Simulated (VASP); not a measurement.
# Sb (I4/mmm) in VASP: single point with PBEsol

Aim: the single point of Sb with PBEsol.

Program: VASP 6.6.1. These are calculated values, not measurements. Logs are shortened: lines on timing, memory, paths and dates and some standing lists are left out, and cuts for length are marked.

**1. The cell of the first run**

Symmetry: I4/mmm, No. 139, tetragonal system. Conventional cell: a = 3.050 Å, b = 3.050 Å, c = 5.025 Å, α = 90.00°, β = 90.00°, γ = 90.00°. Within 4.0 Å of Sb (site symmetry 4/mmm) lie 12 Sb at 3.05 to 3.31 Å.

**2. Single point, PBEsol (23.37 Å³/atom)**

Input file INCAR:

```
SYSTEM = Sb
PREC = Accurate
ENCUT = 520
EDIFF = 1E-6
ISMEAR = -1
SIGMA = 0.03
LREAL = .False.
LASPH = .True.
NELM = 60
ALGO = Normal
ISIF = 2
LWAVE = .False.
LCHARG = .False.
GGA = PS
ISYM = 0
NBANDS = 8
```

Input file KPOINTS:

```
regular mesh
0
Gamma
  13 13 15
  0 0 0
```

Input file POSCAR:

```
Sb
1.0
   -1.5248049028      1.5248049028      2.5126353215
    1.5248049028     -1.5248049028      2.5126353215
    1.5248049028      1.5248049028     -2.5126353215
Sb
1
Direct
    0.0000000000      0.0000000000      0.0000000000
```

Potentials or basis: VASP PAW PBE potentials, release 64 (Sb).

The run is started by

```console
> cat potpaw_PBE.64/Sb/POTCAR > POTCAR
> mpirun -np 1 vasp_std > vasp.out
```

OUTCAR:

```text
SYSTEM = Sb
   PREC = Accurate
   ENCUT = 520
   EDIFF = 1E-6
   ISMEAR = -1
   LREAL = .False.
   LASPH = .True.
   NELM = 60
   ISIF = 2
   GGA = PS
   ISYM = 0

 ion  position               nearest neighbor table
   1  0.000  0.000  0.000-

IMPORTANT INFORMATION: All symmetrisations will be switched off!
NOSYMM: (Re-)initialisation of all symmetry stuff for point group C_1.

----------------------------------------------------------------------------------------

                                     Primitive cell

  volume of cell :      23.3678

  direct lattice vectors                    reciprocal lattice vectors
    -1.524804903  1.524804903  2.512635321     0.000000000  0.327910803  0.198994257
     1.524804903 -1.524804903  2.512635321     0.327910803  0.000000000  0.198994257
     1.524804903  1.524804903 -2.512635321     0.327910803  0.327910803  0.000000000

  length of vectors
     3.311101968  3.311101968  3.311101968     0.383567737  0.383567737  0.463735905

  position of ions in fractional coordinates (direct lattice)
     0.000000000  0.000000000  0.000000000

  ion indices of the primitive-cell ions
   primitive index   ion index
                 1           1

----------------------------------------------------------------------------------------

 KPOINTS: regular mesh

Automatic generation of k-mesh.
 Grid dimensions read from file:
 generate k-points for:   13   13   15

 Generating k-lattice:

  Cartesian coordinates                     Fractional coordinates (reciprocal lattice)
     0.000000000  0.025223908  0.015307251     0.076923077  0.000000000 -0.000000000
     0.025223908  0.000000000  0.015307251     0.000000000  0.076923077 -0.000000000
     0.021860720  0.021860720  0.000000000     0.000000000  0.000000000  0.066666667

  Length of vectors
     0.029505211  0.029505211  0.030915727

  Shift w.r.t. Gamma in fractional coordinates (k-lattice)
     0.000000000  0.000000000  0.000000000

 -----------------------------------------------------------------------------
|                                                                             |
|           W    W    AA    RRRRR   N    N  II  N    N   GGGG   !!!           |
|           W    W   A  A   R    R  NN   N  II  NN   N  G    G  !!!           |
|           W    W  A    A  R    R  N N  N  II  N N  N  G       !!!           |
|           W WW W  AAAAAA  RRRRR   N  N N  II  N  N N  G  GGG   !            |
|           WW  WW  A    A  R   R   N   NN  II  N   NN  G    G                |
|           W    W  A    A  R    R  N    N  II  N    N   GGGG   !!!           |
|                                                                             |
|     Your reciprocal lattice and k-lattice belong to different lattice       |
|     classes:                                                                |
|                                                                             |
|        The reciprocal lattice is body-centered tetragonal,                  |
|        whereas your k-lattice is base-centered monoclinic.                  |
|                                                                             |
|     Results are often still useful ...                                      |
|                                                                             |
 -----------------------------------------------------------------------------

 WARNING: IBZKPT: internal override: KBLOWUP is changed to .FALSE.
      ... skipping the blow-up phase ...

 Subroutine IBZKPT returns following result:
 ===========================================

 Found   1268 irreducible k-points:

 Following reciprocal coordinates:
            Coordinates               Weight
  0.000000  0.000000  0.000000      1.000000
  0.076923  0.000000  0.000000      2.000000
  0.153846  0.000000  0.000000      2.000000
  0.230769 -0.000000  0.000000      2.000000
  0.307692  0.000000  0.000000      2.000000
  0.384615  0.000000 -0.000000      2.000000
[... 16 lines left out ...]
  0.153846  0.153846  0.000000      2.000000
  0.230769  0.153846  0.000000      2.000000
 [... further k-points ...]
   k-points           NKPTS =   1268   k-points in BZ     NKDIM =   1268   number of bands    NBANDS=      8
   number of dos      NEDOS =    301   number of ions     NIONS =      1
   total plane-waves  NPLWV =  21952
   dimension x,y,z NGX =    28 NGY =   28 NGZ =   28
   dimension x,y,z NGXF=    56 NGYF=   56 NGZF=   56
   ions per type =               1
   NGX,Y,Z   is equivalent  to a cutoff of  14.06, 14.06, 14.06 a.u.
   NGXF,Y,Z  is equivalent  to a cutoff of  28.12, 28.12, 28.12 a.u.
 SYSTEM =  Sb
   PREC   = accura    normal or accurate (medium, high low for compatibility)
   ISTART =      0    job   : 0-new  1-cont  2-samecut
   ICHARG =      2    charge: 1-file 2-atom 10-const
   ISPIN  =      1    spin polarized calculation?
   LNONCOLLINEAR =      F non collinear calculations
   LSORBIT =      F    spin-orbit coupling
   LASPH  =      T    aspherical Exc in radial PAW
   ENCUT  =  520.0 eV  38.22 Ry    6.18 a.u.   6.16  6.16  6.16*2*pi/ulx,y,z
   NELM   =     60;   NELMIN=  2; NELMDL= -5     # of ELM steps
   EDIFF  = 0.1E-05   stopping-criterion for ELM
   LREAL  =      F    real-space projection
   EDIFFG = 0.1E-04   stopping-criterion for IOM
   NSW    =      0    number of steps for IOM
   IBRION =     -1    ionic relax: 0-MD 1-quasi-New 2-CG
   NFREE  =      0    steps in history (QN), initial steepest desc. (CG)
   ISIF   =      2    stress and relaxation
   ISYM   =      0    0-nonsym 1-usesym 2-fastsym
   POTIM  = 0.5000    time-step for ionic-motion
   TEBEG  =    0.0;   TEEND  =   0.0 temperature during run
   PSTRESS=    0.0 pullay stress
   NELECT =       5.0000    total number of electrons
   NUPDOWN=      -1.0000    fix difference up-down
   EMIN   =  10.00;   EMAX   =-10.00  energy-range for DOS
   EFERMI =   0.00;   METHOD = LEGACY
   ISMEAR =    -1;   SIGMA  =   0.03  broadening in eV -4-tet -1-fermi 0-gaus
   EFERMI_NEDOS =   21; number of points for ismear=-14 and -15
   IALGO  =     38    algorithm
   IMIX   =      4    mixing-type and parameters
     AMIX     =   0.40;   BMIX     =  1.00
     AMIX_MAG =   1.60;   BMIX_MAG =  1.00
  volume/ion in A,a.u.               =      23.37       157.69
  Fermi-wavevector in a.u.,A,eV,Ry     =   0.979172  1.850366 13.044955  0.958777
  Thomas-Fermi vector in A             =   2.110004
   LORBIT       =      0    0 simple, 1 ext, 2 COOP (PROOUT), +10 PAW based schemes
   GGA     = PS    functional components
   LHFCALC =     F    Hartree Fock is set to
   AEXX    =    0.0000 exact exchange contribution
   IVDW    =     0    specifies the selected vdW correction
   LEPSILON=     F    determine dielectric tensor
   LRPA    =     F    only Hartree local field effects (RPA)
 non-spin polarized calculation
  energy-cutoff  :      520.00
  volume of cell :       23.37
 maximum number of plane-waves:       644
 NGX is ok and might be reduce to    28
   NGX = 13   NGY = 13   NGZ = 13

 number of electron       5.0000000 magnetization

 Free energy of the ion-electron system (eV)
  ---------------------------------------------------
  ext. energy  EPLUGINS =         0.00000000
  ---------------------------------------------------
  free energy    TOTEN  =        -4.22528793 eV

  energy without entropy =       -4.22327095  energy(sigma->0) =       -4.22427944

 E-fermi :  10.3539     XC(G=0): -10.9518

 val. band max:       10.3517672530   @ k =   0.1538   0.3077   0.2667
 cond. band min:      10.3557468656   @ k =  -0.3846   0.3077   0.1333
 fundamental gap:      0.0039796126
 Fermi energy:        10.3538631926

 k-point     1 :       0.0000    0.0000    0.0000
  band No.  band energies     occupation
      1      -3.8079      2.00000
      2      16.4905      0.00000
      3      16.8022      0.00000
      4      16.8051      0.00000
      5      20.3694      0.00000
      6      20.8378      0.00000
      7      21.3900      0.00000
      8      21.3919      0.00000

 k-point     2 :       0.0769    0.0000    0.0000
  band No.  band energies     occupation
      1      -3.6730      2.00000
      2      15.4061      0.00000
      3      16.2074      0.00000
      4      16.7306      0.00000
      5      19.8390      0.00000
      6      20.7550      0.00000
      7      21.6411      0.00000
      8      21.6830      0.00000

 k-point     3 :       0.1538    0.0000    0.0000
  band No.  band energies     occupation
      1      -3.2687      2.00000
      2      12.9029      0.00000
      3      15.4019      0.00000
      4      16.5677      0.00000
      5      19.1467      0.00000
      6      20.3290      0.00000
      7      22.3005      0.00000
      8      22.4919      0.00000

 k-point     4 :       0.2308   -0.0000    0.0000
  band No.  band energies     occupation
      1      -2.5982      2.00000
      2      10.2649      1.90207
      3      14.5400      0.00000
      4      16.4109      0.00000
      5      18.4987      0.00000
      6      20.0181      0.00000
      7      22.9232      0.00000
      8      23.7714      0.00000

 k-point     5 :       0.3077    0.0000    0.0000
  band No.  band energies     occupation
      1      -1.6720      2.00000
      2       7.7745      2.00000
      3      13.7997      0.00000
      4      16.3147      0.00000
      5      17.9577      0.00000
      6      19.9730      0.00000
      7      22.3721      0.00000
      8      23.0159      0.00000

 k-point     6 :       0.3846    0.0000   -0.0000
  band No.  band energies     occupation
      1      -0.5305      2.00000
      2       5.5599      2.00000
      3      13.2694      0.00000
      4      16.2826      0.00000
      5      17.5830      0.00000
      6      20.1458      0.00000
      7      21.6672      0.00000
      8      22.0171      0.00000

 k-point     7 :       0.4615    0.0000    0.0000
  band No.  band energies     occupation
      1       0.6063      2.00000
      2       3.8789      2.00000
      3      12.9941      0.00000
      4      16.2835      0.00000
      5      17.3936      0.00000
      6      20.4914      0.00000
      7      21.2504      0.00000
      8      21.2705      0.00000
[... 133 lines left out ...]
 k-point    20 :      -0.0769    0.0769    0.0000
  band No.  band energies     occupation
      1      -3.6101      2.00000
      2      15.7000      0.00000
      3      15.8645      0.00000
      4      16.0929      0.00000
      5      19.2302      0.00000
      6      21.3441      0.00000
      7      21.6208      0.00000
      8      22.7895      0.00000

 k-point    21 :       0.0000    0.1538    0.0000
  band No.  band energies     occupation
      1      -3.2687      2.00000
      2      12.9029      0.00000
      3      15.4019      0.00000
      4      16.5677      0.00000
      5      19.1467      0.00000
      6      20.3290      0.00000
      7      22.3005      0.00000
      8      22.4919      0.00000

 k-point    22 :       0.0769    0.1538    0.0000
  band No.  band energies     occupation
      1      -2.9906      2.00000
      2      12.2664      0.00000
      3      14.3305      0.00000
      4      15.7675      0.00000
      5      19.3209      0.00000
      6      20.2064      0.00000
      7      21.7788      0.00000
      8      23.4453      0.00000

 k-point    23 :       0.1538    0.1538    0.0000
  band No.  band energies     occupation
      1      -2.4455      2.00000
      2      11.5613      0.00000
      3      12.2016      0.00000
      4      14.9506      0.00000
      5      19.7591      0.00000
      6      20.1792      0.00000
      7      22.2047      0.00000
      8      22.2710      0.00000

 k-point    24 :       0.2308    0.1538    0.0000
  band No.  band energies     occupation
      1      -1.6404      2.00000
      2       9.3302      2.00000
      3      11.6889      0.00000
      4      14.1480      0.00000
      5      19.1935      0.00000
      6      20.3554      0.00000
      7      21.8876      0.00000
      8      22.8869      0.00000

 [... further k-points ...]

------------------------ aborting loop because EDIFF is reached ----------------------------------------

  FORCE on cell =-STRESS in cart. coord.  units (eV):
  Direction    XX          YY          ZZ          XY          YZ          ZX
  --------------------------------------------------------------------------------------
  -------------------------------------------------------------------------------------
  Total        1.6258849      1.6258832      1.3701755      0.0220688     -0.0044072     -0.0044079
  in kB      111.4762539    111.4761402     93.9439410      1.5131148     -0.3021742     -0.3022227
  external PRESSURE =     105.6321117 kB  Pullay stress =       0.0000000 kB

 VOLUME and BASIS-vectors are now :
 -----------------------------------------------------------------------------
  energy-cutoff  :      520.00
  volume of cell :       23.37
      direct lattice vectors                 reciprocal lattice vectors
    -1.524804903  1.524804903  2.512635321     0.000000000  0.327910803  0.198994257
     1.524804903 -1.524804903  2.512635321     0.327910803  0.000000000  0.198994257
     1.524804903  1.524804903 -2.512635321     0.327910803  0.327910803  0.000000000

 POSITION                                       TOTAL-FORCE (eV/Angst)
 -----------------------------------------------------------------------------------
      0.00000      0.00000      0.00000        -0.000000     -0.000000     -0.000000
 -----------------------------------------------------------------------------------
    total drift:                               -0.000000     -0.000000     -0.000000

  FREE ENERGIE OF THE ION-ELECTRON SYSTEM (eV)
  ---------------------------------------------------
  free  energy   TOTEN  =        -4.2252879285 eV

  energy  without entropy=       -4.2232709490  energy(sigma->0) =       -4.22427944
```

Run time: 1.9 min. Hardware: 1 thread of AMD EPYC 9R45 (Zen 5), shared host; peak memory 0.33 GiB.

Results:

```yaml
Free_energy: -4.2253 eV
Pressure: 10.6 GPa
Band_gap_on_the_k_mesh: zero (an odd number of electrons rules out a gap without spin polarisation)
```

Stress tensor (GPa, compression positive):
```
11.15  0.15 -0.03
 0.15 11.15 -0.03
-0.03 -0.03  9.39
```

Levels at points of the mesh, in eV from the Fermi level:
```tsv
k point	band 1	band 2	band 3	band 4	band 5	band 6	band 7
(0.00, 0.00, 0.00)	-14.16	6.14	6.45	6.45	10.02	10.48	11.04
```

Caveat: the cell stands under pressure; the PAW data sets were made with another functional, which shifts forces and pressure a little; spin-orbit coupling is left out, which moves the levels of the heavy elements; an odd number of electrons without spin polarisation forces a metal; a magnetic or distorted state may lie lower.
